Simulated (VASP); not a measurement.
# B48HN48 (a cell with a defect): single point with PBEsol

The system is B48HN48 (a cell with a defect).

```
CELL_PARAMETERS angstrom
7.62299 0.00000 0.00000
0.00000 8.80227 0.00000
0.00000 0.00000 8.40658
ATOMIC_POSITIONS crystal
B 0.99959 0.16684 0.00112
B 0.99956 0.16705 0.50078
B 0.33265 0.16684 0.00113
B 0.33267 0.16705 0.50079
B 0.16611 0.41698 0.00127
B 0.16612 0.41683 0.50074
B 0.99989 0.66729 0.00071
B 0.00026 0.66750 0.50024
B 0.66611 0.16653 0.00084
B 0.66611 0.16597 0.50031
B 0.49917 0.41684 0.00097
B 0.50018 0.41734 0.50040
B 0.33236 0.66727 0.00071
B 0.33201 0.66749 0.50023
B 0.16612 0.91708 0.00078
B 0.16612 0.91734 0.50072
B 0.83306 0.41685 0.00096
B 0.83197 0.41737 0.50042
B 0.66613 0.66736 0.00089
B 0.66612 0.66636 0.50035
B 0.49928 0.91716 0.00097
B 0.49937 0.91696 0.50072
B 0.83296 0.91716 0.00097
B 0.83288 0.91695 0.50070
B 0.16605 0.08370 0.25094
B 0.16607 0.08340 0.75085
B 0.99951 0.33361 0.25092
B 0.00079 0.33290 0.75184
B 0.49929 0.08350 0.25079
B 0.49911 0.08366 0.75083
B 0.33260 0.33360 0.25093
B 0.33131 0.33288 0.75185
B 0.16606 0.58380 0.25059
B 0.16608 0.58362 0.75077
B 0.99958 0.83382 0.25067
B 0.99952 0.83386 0.75075
B 0.83283 0.08351 0.25078
B 0.83303 0.08366 0.75083
B 0.66605 0.33291 0.24955
B 0.66607 0.33241 0.75241
B 0.49873 0.58405 0.24948
B 0.49819 0.58431 0.75235
B 0.33256 0.83382 0.25068
B 0.33264 0.83385 0.75076
B 0.83340 0.58405 0.24948
B 0.83397 0.58433 0.75237
B 0.66606 0.83384 0.25079
B 0.66608 0.83531 0.75175
N 0.99949 0.16693 0.18812
N 0.99972 0.16684 0.68815
N 0.33274 0.16693 0.18814
N 0.33254 0.16685 0.68816
N 0.16611 0.41713 0.18814
N 0.16610 0.41690 0.68821
N 0.99994 0.66734 0.18724
N 0.99970 0.66718 0.68796
N 0.66612 0.16640 0.18737
N 0.66613 0.16670 0.68806
N 0.49928 0.41692 0.18760
N 0.49760 0.41605 0.69007
N 0.33231 0.66733 0.18726
N 0.33257 0.66717 0.68797
N 0.16612 0.91717 0.18794
N 0.16613 0.91703 0.68797
N 0.83293 0.41692 0.18759
N 0.83466 0.41603 0.69012
N 0.66612 0.66722 0.18752
N 0.66616 0.66901 0.69005
N 0.49929 0.91702 0.18800
N 0.49928 0.91726 0.68807
N 0.83295 0.91702 0.18799
N 0.83298 0.91726 0.68807
N 0.16603 0.08370 0.43808
N 0.16605 0.08356 0.93811
N 0.99985 0.33340 0.43785
N 0.99981 0.33340 0.93859
N 0.49912 0.08330 0.43802
N 0.49923 0.08365 0.93801
N 0.33223 0.33336 0.43789
N 0.33226 0.33339 0.93859
N 0.16608 0.58378 0.43789
N 0.16606 0.58361 0.93782
N 0.99974 0.83398 0.43791
N 0.99945 0.83378 0.93788
N 0.83298 0.08332 0.43800
N 0.83287 0.08365 0.93800
N 0.66600 0.33049 0.43505
N 0.66605 0.33336 0.93849
N 0.49638 0.58523 0.43501
N 0.49912 0.58382 0.93842
N 0.33239 0.83399 0.43792
N 0.33267 0.83377 0.93789
N 0.83574 0.58526 0.43500
N 0.83301 0.58384 0.93844
N 0.66607 0.83424 0.43777
N 0.66605 0.83424 0.93847
H 0.66617 0.50035 0.57463
```

| Property | Result |
| --- | --- |
| Program | VASP 6.6.1 |
| Task | single point |
| Functional | PBEsol |
| Potentials or basis | VASP PAW PBE potentials, release 64 (B, N, H) |
| Cutoff | 520 eV |
| k mesh | 1 × 1 × 1, shifted |
| Occupations | fermi-dirac, width 0.05 eV |
| Spin | collinear spin |

- Pressure: 2.3 GPa
- Largest force: 0.018 eV/Å
- Band gap on the k mesh: 1.46 eV
- Net moment: 1.00 μB per cell
- Site moments: B +0.00, -0.00, +0.02 (each value once); N +0.00, -0.00, +0.03, +0.01, +0.04 (each value once); H +0.32 μB
- Valence electrons inside the program's atomic spheres: B 2.04, 2.05, 2.01, 2.06 (each value once); N 3.97, 3.95, 3.96 (each value once); H 0.57

Forces in eV/Å, atoms in the order of the input:
```
B   -0.001  0.005  0.002
B   -0.002  0.005  0.008
B   -0.001  0.004  0.000
B    0.003  0.005  0.008
B    0.000  0.000  0.002
B   -0.001  0.004  0.008
B   -0.001 -0.002  0.003
B   -0.003 -0.001  0.004
B    0.003  0.003  0.001
B    0.000  0.008  0.004
B   -0.003 -0.001  0.001
B    0.005 -0.001  0.015
B    0.002 -0.002  0.003
B    0.004 -0.001  0.003
B   -0.001 -0.002  0.001
B    0.000 -0.002  0.004
B    0.001 -0.002  0.003
B    0.007 -0.007  0.013
B   -0.001 -0.001  0.000
B    0.002 -0.005  0.014
B    0.001 -0.005  0.003
B    0.000 -0.006  0.004
B   -0.002 -0.002  0.002
B    0.001 -0.006  0.005
B    0.001  0.000  0.001
B    0.000  0.001  0.003
B   -0.001  0.002  0.000
B    0.002 -0.002  0.004
B   -0.001  0.001  0.004
B   -0.001  0.003  0.000
B    0.001 -0.001 -0.001
B   -0.004 -0.004  0.006
B   -0.001  0.003  0.004
B   -0.001  0.002  0.003
B   -0.001 -0.003  0.004
B   -0.002 -0.004  0.002
B   -0.001  0.001  0.003
B   -0.002  0.002  0.001
B   -0.001  0.003  0.002
B   -0.001 -0.005 -0.002
B    0.000  0.003  0.005
B   -0.002  0.003  0.002
B   -0.002 -0.003  0.004
B   -0.001 -0.003  0.002
B    0.001  0.005  0.005
B    0.002  0.006 -0.001
B    0.001 -0.001  0.001
B    0.000 -0.001  0.003
N    0.000 -0.002 -0.001
N    0.002 -0.003 -0.003
N    0.000 -0.001  0.000
N   -0.001 -0.003 -0.005
N    0.000 -0.002  0.000
N    0.001 -0.001 -0.004
N    0.001  0.001 -0.005
N    0.000  0.002 -0.005
N    0.000 -0.002 -0.005
N    0.000 -0.004 -0.006
N    0.004  0.001  0.006
N    0.010  0.001 -0.015
N   -0.001  0.001 -0.005
N    0.000  0.002 -0.005
N    0.001  0.001 -0.002
N    0.001  0.001 -0.004
N   -0.002  0.001  0.004
N   -0.010  0.003 -0.013
N    0.001 -0.003  0.006
N    0.002 -0.005 -0.016
N    0.001  0.000 -0.003
N   -0.001  0.000 -0.003
N    0.001  0.000 -0.002
N    0.001  0.000 -0.004
N    0.000  0.001 -0.003
N    0.001  0.000 -0.001
N   -0.007  0.003 -0.008
N    0.000 -0.001 -0.005
N   -0.002  0.000 -0.004
N    0.000  0.001 -0.002
N    0.004  0.001 -0.009
N    0.001 -0.001 -0.003
N    0.000 -0.005 -0.004
N    0.002  0.000 -0.003
N    0.000  0.005 -0.004
N    0.000  0.002 -0.003
N    0.003  0.000 -0.005
N    0.000  0.001 -0.002
N   -0.003  0.006  0.003
N   -0.001 -0.001  0.000
N    0.006 -0.002 -0.004
N    0.002  0.000  0.001
N    0.001  0.005 -0.003
N    0.000  0.002 -0.004
N   -0.010  0.000  0.002
N   -0.002  0.001  0.001
N   -0.001 -0.002 -0.008
N    0.000  0.002 -0.004
H   -0.002 -0.001 -0.005
```

Stress tensor (GPa, compression positive):
```
 2.09  0.33  0.10
 0.33  2.21 -0.02
 0.10 -0.02  2.51
```

Levels at points of the mesh, in eV from the valence-band top:
Spin up:
```csv
k point,band 190,band 191,band 192,band 193,band 194,band 195,band 196,band 197
"(0.25, 0.25, 0.25)",-2.96,-2.58,-2.23,0.00,3.96,4.12,4.53,4.82
```
Spin down:
| k point | band 188 | band 189 | band 190 | band 191 | band 192 | band 193 | band 194 | band 195 | band 196 | band 197 |
| --- | --- | --- | --- | --- | --- | --- | --- | --- | --- | --- |
| (0.25, 0.25, 0.25) | -3.06 | -3.02 | -2.95 | -2.56 | -2.22 | 1.46 | 3.97 | 4.16 | 4.54 | 4.83 |

Wall time 7.6 min on 1 thread of Intel(R) Xeon(R) 6975P-C (Granite Rapids) (shared host), peak memory 0.89 GiB.

Caveat: the PAW data sets were made with another functional, which shifts forces and pressure a little.
